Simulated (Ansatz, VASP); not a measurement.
**One calculation of TaF3, two programs**

POSCAR

```
TaF3
1.0
    3.9649940000      0.0000000000      0.0000000000
    0.0000000000      3.9649940000      0.0000000000
    0.0000000000      0.0000000000      3.9649940000
Ta F
1 3
Direct
    0.0000000000      0.0000000000      0.0000000000
    0.5000000000      0.0000000000      0.0000000000
    0.0000000000      0.5000000000      0.0000000000
    0.0000000000      0.0000000000      0.5000000000
```

INCAR.step1

```
ALGO = Normal
EDIFF = 1E-4
ENCUT = 600
GGA = PE
ISMEAR = 1
LASPH = True
LCHARG = False
LREAL = False
LWAVE = True
NELM = 100
PREC = Accurate
SIGMA = 0.025
```

Contents of INCAR.step2:

```
ALGO = Normal
EDIFF = 1E-7
EDIFFG = -0.01
ENCUT = 600
IBRION = 2
ISIF = 3
ISMEAR = 1
ISTART = 1
LASPH = True
LCHARG = False
LMIXTAU = True
LREAL = False
LWAVE = False
METAGGA = R2SCAN
NELM = 100
NSW = 60
PREC = Accurate
SIGMA = 0.025
```

File KPOINTS:

```
k-points
0
Gamma
  5 5 5
```

Input for Ansatz:

```yaml
crystal:
  lattice:
    - [3.964994, 0.0, 0.0]
    - [0.0, 3.964994, 0.0]
    - [0.0, 0.0, 3.964994]
  atoms:
    - { symbol: Ta, position: [0.0, 0.0, 0.0] }
    - { symbol: F, position: [0.5, 0.0, 0.0] }
    - { symbol: F, position: [0.0, 0.5, 0.0] }
    - { symbol: F, position: [0.0, 0.0, 0.5] }
  symmetry: { tolerance: 0.0003 }
kpoints:
  mp_grid: { grid: [5, 5, 5], shift: [0, 0, 0] }
magnetization:
  spin_polarized: false
scf:
  occupations: { method: cold, width: 0.025 }
  convergence: { dr2_threshold: 1.0e-09 }
hamiltonian:
  pseudopotentials: { kind: paw }
  xc: r2scan
basis:
  ecutwfc: 500
output:
  forces: true
  stress: true
  eigenvalues: true
  write_density: true
  write_potential: true
  elf: true
  volumetric_format: npy
relax:
  max_steps: 40
  cell: {}
```

Alike in both runs: task relaxation of cell and atoms; functional r2SCAN; k mesh 5 × 5 × 5; no spin polarisation.

```csv
,VASP,Ansatz
version,VASP 6.6.1,Ansatz 0.2.0
potentials or method,"VASP PAW PBE potentials, release 64 (Ta_pv, F), cutoff 600 eV",PAW plane waves
occupations,"methfessel-paxton of order 1, width 0.025 eV","cold, width 0.025 eV"
valence electrons in the cell,32,34
```

|  | VASP | Ansatz | Ansatz less VASP |
| --- | --- | --- | --- |
| gap on the k mesh at the Fermi level, each at its own relaxed structure (eV) | none | none | - |
| relaxed volume (Å³/atom) | 17.13 | 17.10 | -0.036 |
| relaxed cell length with the largest relative difference (Å) | 4.092 | 4.089 | -0.0028 |

VASP's potentials were made for PBE, not for r2SCAN. A gap of «none» marks a metal or a gap that the smearing closes. VASP's potentials hold 32 valence electrons a cell and Ansatz's 34, so a difference there can come from the potentials and not from the codes. Ansatz's warnings: stress scf threshold loose, xc potential rough in thin density.

Neither program's run includes spin-orbit coupling.
